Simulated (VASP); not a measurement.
# As (Pm-3m) in VASP: further runs

As is run at these levels: PBE; tasks: single point.

Everything below comes from runs of VASP 6.6.1. Logs are shortened: lines on timing, memory, paths and dates and some standing lists are left out, and cuts for length are marked.

### 1 The cell of the first run

The structure is cubic, space group Pm-3m (No. 221). Conventional cell: a = 2.648 Å, b = 2.648 Å, c = 2.648 Å, α = 90.00°, β = 90.00°, γ = 90.00°. Within 3.5 Å of As (site symmetry m-3m) lie 6 As at 2.65 Å.

### 2 Single point, PBE

INCAR

```
ALGO = Normal
EDIFF = 1E-6
ENCUT = 520
GGA = PE
ISIF = 2
ISMEAR = 1
LASPH = True
LCHARG = False
LREAL = False
LWAVE = False
NBANDS = 8
NELM = 60
PREC = Accurate
SIGMA = 0.15
```

KPOINTS

```
k-points
0
Gamma
  9 9 9
```

POSCAR

```
As
1.0
    2.6484890749      0.0000000000      0.0000000000
    0.0000000000      2.6484890749      0.0000000000
    0.0000000000      0.0000000000      2.6484890749
As
1
Direct
    0.5000000000      0.5000000000      0.5000000000
```

Potentials or basis: VASP PAW PBE potentials, release 64 (As).

Started as:

```sh
> cat potpaw_PBE.64/As/POTCAR > POTCAR
> mpirun -np 1 vasp_std > vasp.out
```

OUTCAR:

```text
EDIFF = 1E-6
   ENCUT = 520
   GGA = PE
   ISIF = 2
   ISMEAR = 1
   LASPH = True
   LREAL = False
   NELM = 60
   PREC = Accurate

 ion  position               nearest neighbor table
   1  0.500  0.500  0.500-

  LATTYP: Found a simple cubic cell.
 ALAT       =     2.6484890749

  Lattice vectors:

 A1 = (   2.6484890749,   0.0000000000,   0.0000000000)
 A2 = (   0.0000000000,   2.6484890749,   0.0000000000)
 A3 = (   0.0000000000,   0.0000000000,   2.6484890749)

Analysis of symmetry for initial positions (statically):
=====================================================================
 Subroutine PRICEL returns:
 Original cell was already a primitive cell.

 Routine SETGRP: Setting up the symmetry group for a
 simple cubic supercell.

 Subroutine GETGRP returns: Found 48 space group operations
 (whereof 48 operations were pure point group operations)
 out of a pool of 48 trial point group operations.

The static configuration has the point symmetry O_h .

Analysis of symmetry for dynamics (positions and initial velocities):
=====================================================================
 Subroutine PRICEL returns:
 Original cell was already a primitive cell.

 Routine SETGRP: Setting up the symmetry group for a
 simple cubic supercell.

 Subroutine GETGRP returns: Found 48 space group operations
 (whereof 48 operations were pure point group operations)
 out of a pool of 48 trial point group operations.

The dynamic configuration has the point symmetry O_h .

 Subroutine INISYM returns: Found 48 space group operations
 (whereof 48 operations are pure point group operations),
 and found     1 'primitive' translations

----------------------------------------------------------------------------------------

                                     Primitive cell

  volume of cell :      18.5778

  direct lattice vectors                    reciprocal lattice vectors
     2.648489075  0.000000000  0.000000000     0.377573768  0.000000000  0.000000000
     0.000000000  2.648489075  0.000000000     0.000000000  0.377573768  0.000000000
     0.000000000  0.000000000  2.648489075     0.000000000  0.000000000  0.377573768

  length of vectors
     2.648489075  2.648489075  2.648489075     0.377573768  0.377573768  0.377573768

  position of ions in fractional coordinates (direct lattice)
     0.500000000  0.500000000  0.500000000

  ion indices of the primitive-cell ions
   primitive index   ion index
                 1           1

----------------------------------------------------------------------------------------

 KPOINTS: k-points

Automatic generation of k-mesh.
 Grid dimensions read from file:
 generate k-points for:    9    9    9

 Generating k-lattice:

  Cartesian coordinates                     Fractional coordinates (reciprocal lattice)
     0.041952641  0.000000000  0.000000000     0.111111111  0.000000000  0.000000000
     0.000000000  0.041952641  0.000000000     0.000000000  0.111111111  0.000000000
     0.000000000  0.000000000  0.041952641     0.000000000  0.000000000  0.111111111

  Length of vectors
     0.041952641  0.041952641  0.041952641

  Shift w.r.t. Gamma in fractional coordinates (k-lattice)
     0.000000000  0.000000000  0.000000000

 Subroutine IBZKPT returns following result:
 ===========================================

 Found     35 irreducible k-points:

 Following reciprocal coordinates:
            Coordinates               Weight
  0.000000  0.000000  0.000000      1.000000
  0.111111  0.000000  0.000000      6.000000
  0.222222  0.000000  0.000000      6.000000
  0.333333  0.000000  0.000000      6.000000
  0.444444  0.000000  0.000000      6.000000
  0.111111  0.111111  0.000000     12.000000
[... 16 lines left out ...]
  0.333333  0.333333  0.111111     24.000000
  0.444444  0.333333  0.111111     48.000000
 [... further k-points ...]
   k-points           NKPTS =     35   k-points in BZ     NKDIM =     35   number of bands    NBANDS=      8
   number of dos      NEDOS =    301   number of ions     NIONS =      1
   total plane-waves  NPLWV =   8000
   dimension x,y,z NGX =    20 NGY =   20 NGZ =   20
   dimension x,y,z NGXF=    40 NGYF=   40 NGZF=   40
   ions per type =               1
   NGX,Y,Z   is equivalent  to a cutoff of  12.55, 12.55, 12.55 a.u.
   NGXF,Y,Z  is equivalent  to a cutoff of  25.11, 25.11, 25.11 a.u.
 SYSTEM =  unknown system
   PREC   = accura    normal or accurate (medium, high low for compatibility)
   ISTART =      0    job   : 0-new  1-cont  2-samecut
   ICHARG =      2    charge: 1-file 2-atom 10-const
   ISPIN  =      1    spin polarized calculation?
   LNONCOLLINEAR =      F non collinear calculations
   LSORBIT =      F    spin-orbit coupling
   LASPH  =      T    aspherical Exc in radial PAW
   ENCUT  =  520.0 eV  38.22 Ry    6.18 a.u.   4.92  4.92  4.92*2*pi/ulx,y,z
   NELM   =     60;   NELMIN=  2; NELMDL= -5     # of ELM steps
   EDIFF  = 0.1E-05   stopping-criterion for ELM
   LREAL  =      F    real-space projection
   EDIFFG = 0.1E-04   stopping-criterion for IOM
   NSW    =      0    number of steps for IOM
   IBRION =     -1    ionic relax: 0-MD 1-quasi-New 2-CG
   NFREE  =      0    steps in history (QN), initial steepest desc. (CG)
   ISIF   =      2    stress and relaxation
   ISYM   =      2    0-nonsym 1-usesym 2-fastsym
   POTIM  = 0.5000    time-step for ionic-motion
   TEBEG  =    0.0;   TEEND  =   0.0 temperature during run
   PSTRESS=    0.0 pullay stress
   NELECT =       5.0000    total number of electrons
   NUPDOWN=      -1.0000    fix difference up-down
   EMIN   =  10.00;   EMAX   =-10.00  energy-range for DOS
   EFERMI =   0.00;   METHOD = LEGACY
   ISMEAR =     1;   SIGMA  =   0.15  broadening in eV -4-tet -1-fermi 0-gaus
   EFERMI_NEDOS =   21; number of points for ismear=-14 and -15
   IALGO  =     38    algorithm
   IMIX   =      4    mixing-type and parameters
     AMIX     =   0.40;   BMIX     =  1.00
     AMIX_MAG =   1.60;   BMIX_MAG =  1.00
  volume/ion in A,a.u.               =      18.58       125.37
  Fermi-wavevector in a.u.,A,eV,Ry     =   1.056980  1.997402 15.200512  1.117206
  Thomas-Fermi vector in A             =   2.192236
   LORBIT       =      0    0 simple, 1 ext, 2 COOP (PROOUT), +10 PAW based schemes
   GGA     = PE    functional components
   LHFCALC =     F    Hartree Fock is set to
   AEXX    =    0.0000 exact exchange contribution
   IVDW    =     0    specifies the selected vdW correction
   LEPSILON=     F    determine dielectric tensor
   LRPA    =     F    only Hartree local field effects (RPA)
 non-spin polarized calculation
 Methfessel and Paxton  Order N= 1 SIGMA  =   0.15
  energy-cutoff  :      520.00
  volume of cell :       18.58
 maximum number of plane-waves:       513
 NGX is ok and might be reduce to    20
   NGX =  9   NGY =  9   NGZ =  9

 number of electron       5.0000000 magnetization

 Free energy of the ion-electron system (eV)
  ---------------------------------------------------
  ext. energy  EPLUGINS =         0.00000000
  ---------------------------------------------------
  free energy    TOTEN  =        -4.51647939 eV

  energy without entropy =       -4.51683585  energy(sigma->0) =       -4.51659821

 E-fermi :   6.9329     XC(G=0): -10.7150

 val. band max:        6.8118175913   @ k =   0.3333   0.2222   0.0000
 cond. band min:       7.0162525866   @ k =   0.3333   0.2222   0.1111
 fundamental gap:      0.2044349954
 Fermi energy:         6.9329380261

 k-point     1 :       0.0000    0.0000    0.0000
  band No.  band energies     occupation
      1      -8.9074      2.00000
      2      11.0524      0.00000
      3      11.0524      0.00000
      4      11.0524      0.00000
      5      15.2086      0.00000
      6      15.2086      0.00000
      7      17.7589      0.00000
      8      32.3768      0.00000

 k-point     2 :       0.1111    0.0000    0.0000
  band No.  band energies     occupation
      1      -8.6664      2.00000
      2       8.4806     -0.00000
      3      11.2680      0.00000
      4      11.2680      0.00000
      5      15.4203      0.00000
      6      16.7634      0.00000
      7      19.3894      0.00000
      8      29.6026      0.00000

 k-point     3 :       0.2222    0.0000    0.0000
  band No.  band energies     occupation
      1      -7.9579      2.00000
      2       4.8981      2.00000
      3      11.8776      0.00000
      4      11.8776      0.00000
      5      16.0364      0.00000
      6      17.7798      0.00000
      7      23.5454      0.00000
      8      26.2941      0.00000

 k-point     4 :       0.3333    0.0000    0.0000
  band No.  band energies     occupation
      1      -6.8563      2.00000
      2       1.7572      2.00000
      3      12.7358      0.00000
      4      12.7358      0.00000
      5      16.9673      0.00000
      6      18.9919      0.00000
      7      23.5922      0.00000
      8      23.5922      0.00000

 k-point     5 :       0.4444    0.0000    0.0000
  band No.  band energies     occupation
      1      -5.7084      2.00000
      2      -0.4320      2.00000
      3      13.4642      0.00000
      4      13.4642      0.00000
      5      17.8695      0.00000
      6      20.5649      0.00000
      7      21.9362      0.00000
      8      21.9362      0.00000
[... 177 lines left out ...]
 k-point    22 :       0.4444    0.2222    0.1111
  band No.  band energies     occupation
      1      -4.5073      2.00000
      2       0.6796      2.00000
      3       7.8992     -0.00000
      4      12.1364      0.00000
      5      14.4938      0.00000
      6      18.9456      0.00000
      7      22.8359      0.00000
      8      25.4206      0.00000

 k-point    23 :       0.3333    0.3333    0.1111
  band No.  band energies     occupation
      1      -4.5524      2.00000
      2       3.5269      2.00000
      3       4.2164      2.00000
      4      12.1169      0.00000
      5      13.5255      0.00000
      6      21.0538      0.00000
      7      22.0250      0.00000
      8      23.7190      0.00000

 k-point    24 :       0.4444    0.3333    0.1111
  band No.  band energies     occupation
      1      -3.3766      2.00000
      2       1.6388      2.00000
      3       4.8060      2.00000
      4      11.5340      0.00000
      5      13.0553      0.00000
      6      19.9357      0.00000
      7      22.4679      0.00000
      8      24.6997      0.00000

 [... further k-points ...]
[... 5 lines left out ...]
  --------------------------------------------------------------------------------------
  -------------------------------------------------------------------------------------
  Total        0.9570476      0.9570476      0.9570476      0.0000000      0.0000000      0.0000000
  in kB       82.5371659     82.5371659     82.5371659      0.0000000      0.0000000      0.0000000
  external PRESSURE =      82.5371659 kB  Pullay stress =       0.0000000 kB

 VOLUME and BASIS-vectors are now :
 -----------------------------------------------------------------------------
  energy-cutoff  :      520.00
  volume of cell :       18.58
      direct lattice vectors                 reciprocal lattice vectors
     2.648489075  0.000000000  0.000000000     0.377573768  0.000000000  0.000000000
     0.000000000  2.648489075  0.000000000     0.000000000  0.377573768  0.000000000
     0.000000000  0.000000000  2.648489075     0.000000000  0.000000000  0.377573768

 POSITION                                       TOTAL-FORCE (eV/Angst)
 -----------------------------------------------------------------------------------
      1.32424      1.32424      1.32424         0.000000      0.000000      0.000000
 -----------------------------------------------------------------------------------
    total drift:                                0.000000     -0.000000      0.000000

  FREE ENERGIE OF THE ION-ELECTRON SYSTEM (eV)
  ---------------------------------------------------
  free  energy   TOTEN  =        -4.5164793908 eV

  energy  without entropy=       -4.5168358469  energy(sigma->0) =       -4.51659821
```

Wall time 3.6 s (1 thread of Intel Xeon Platinum 8488C (Sapphire Rapids), shared host); peak memory 0.12 GiB.

Results:

```yaml
Free_energy: -4.5165 eV
Pressure: 8.3 GPa
```

### 3 Single point, PBE

This run uses another cell than the first one, of 18.97 Å³/atom, 1.021 times its volume.

INCAR

```
SYSTEM = As
  PREC = Accurate
  ENCUT = 520
  EDIFF = 1E-6
  ISMEAR = 1
  SIGMA = 0.15
  LREAL = .False.
  LASPH = .True.
  NELM = 60
  ALGO = Normal
  ISIF = 2
  LWAVE = .False.
  LCHARG = .False.
  GGA = PE
  NBANDS = 8
```

KPOINTS

```
Automatic mesh
0
Gamma
  9 9 9
  0 0 0
```

POSCAR

```
As
1.0
    2.6671410209      0.0000000000      0.0000000000
    0.0000000000      2.6671410209      0.0000000000
    0.0000000000      0.0000000000      2.6671410209
As
1
Direct
    0.5000000000      0.5000000000      0.5000000000
```

Potentials or basis: VASP PAW PBE potentials, release 64 (As).

Started as:

```sh
> cat potpaw_PBE.64/As/POTCAR > POTCAR
> mpirun -np 1 vasp_std > vasp.out
```

Run time: 5.1 s. Hardware: 1 thread of Intel Xeon Platinum 8488C (Sapphire Rapids), shared host; peak memory 0.12 GiB.

Results (log left out):

| Quantity | Value |
| --- | --- |
| Free energy | -4.5338 eV |
| Pressure | 5.9 GPa |

Levels at points of the mesh, in eV from the Fermi level:
| k point | band 1 | band 2 | band 3 | band 4 | band 5 | band 6 |
| --- | --- | --- | --- | --- | --- | --- |
| (0.00, 0.00, 0.00) | -15.63 | 4.04 | 4.04 | 4.04 | 8.26 | 8.26 |

### 4 Single point, PBE

This run uses another cell than the first one, of 19.37 Å³/atom, 1.043 times its volume.

INCAR

```
SYSTEM = As
PREC     = Accurate       ! precision mode
ENCUT    = 520            ! plane-wave cutoff, eV
EDIFF    = 1E-7           ! SCF threshold, eV
ISMEAR   = 1              ! smearing method
SIGMA    = 0.15           ! smearing width, eV
LREAL    = .False.        ! projectors in reciprocal space
LASPH    = .True.         ! aspherical terms in the spheres
NELM     = 80             ! most SCF steps
ALGO     = Normal         ! electronic algorithm
ISIF     = 2              ! what is computed and relaxed
LWAVE    = .False.        ! write WAVECAR
LCHARG   = .False.        ! write CHGCAR
GGA      = PE             ! functional
NBANDS   = 8              ! bands
```

KPOINTS is that of step 3.

POSCAR

```
As
1.0
    2.6855356782      0.0000000000      0.0000000000
    0.0000000000      2.6855356782      0.0000000000
    0.0000000000      0.0000000000      2.6855356782
As
1
Direct
    0.5000000000      0.5000000000      0.5000000000
```

Started as:

```sh
> cat potpaw_PBE.64/As/POTCAR > POTCAR
> mpirun -np 1 vasp_std > vasp.out
```

Wall time 5.3 s (1 thread of Intel Xeon Platinum 8488C (Sapphire Rapids), shared host); peak memory 0.12 GiB.

Results (log left out):

```
Free energy : -4.5458 eV
Pressure    : 3.9 GPa
```

Levels at points of the mesh, in eV from the Fermi level:
```csv
k point,band 1,band 2,band 3,band 4,band 5,band 6
"(0.00, 0.00, 0.00)",-15.42,3.98,3.98,3.98,8.26,8.26
```

### 5 Single point, PBE

This run uses another cell than the first one, of 19.76 Å³/atom, 1.064 times its volume.

INCAR

```
SYSTEM = As
  PREC = Accurate
  ENCUT = 520
  EDIFF = 1E-7
  ISMEAR = 1
  SIGMA = 0.15
  LREAL = .FALSE.
  LASPH = .TRUE.
  NELM = 100
  ALGO = Normal
  ISIF = 2
  LWAVE = .FALSE.
  LCHARG = .FALSE.
  GGA = PE
  NBANDS = 8
```

KPOINTS

```
Automatic mesh
0
G
  9 9 9
  0 0 0
```

POSCAR

```
As
1.0
    2.7036817400      0.0000000000      0.0000000000
    0.0000000000      2.7036817400      0.0000000000
    0.0000000000      0.0000000000      2.7036817400
As
1
Direct
    0.5000000000      0.5000000000      0.5000000000
```

Started as:

```sh
> cat potpaw_PBE.64/As/POTCAR > POTCAR
> mpirun -np 1 vasp_std > vasp.out
```

Wall time 4 s (1 thread of Intel Xeon Platinum 8488C (Sapphire Rapids), shared host); peak memory 0.12 GiB.

Results (log left out):

```
Free energy : -4.5531 eV
Pressure    : 2.1 GPa
```

Levels at points of the mesh, in eV from the Fermi level:
```tsv
k point	band 1	band 2	band 3	band 4	band 5	band 6	band 7
(0.00, 0.00, 0.00)	-15.21	3.92	3.92	3.92	8.27	8.27	10.32
```

### 6 The runs side by side

```csv
cell,gap on the mesh (eV),pressure (GPa)
"a = 2.648 Å, 1 atom",none,8.3
"a = 2.667 Å, 1 atom",none,5.9
"a = 2.686 Å, 1 atom",none,3.9
"a = 2.704 Å, 1 atom",none,2.1
```

Alike in all rows: task single point; level PBE; potentials or basis VASP PAW PBE potentials, release 64 (As); no spin polarisation; k mesh 9 × 9 × 9; cutoff (eV) 520; smearing methfessel-paxton 0.15 eV.

Absolute energies hang on the potentials; compare differences alone.
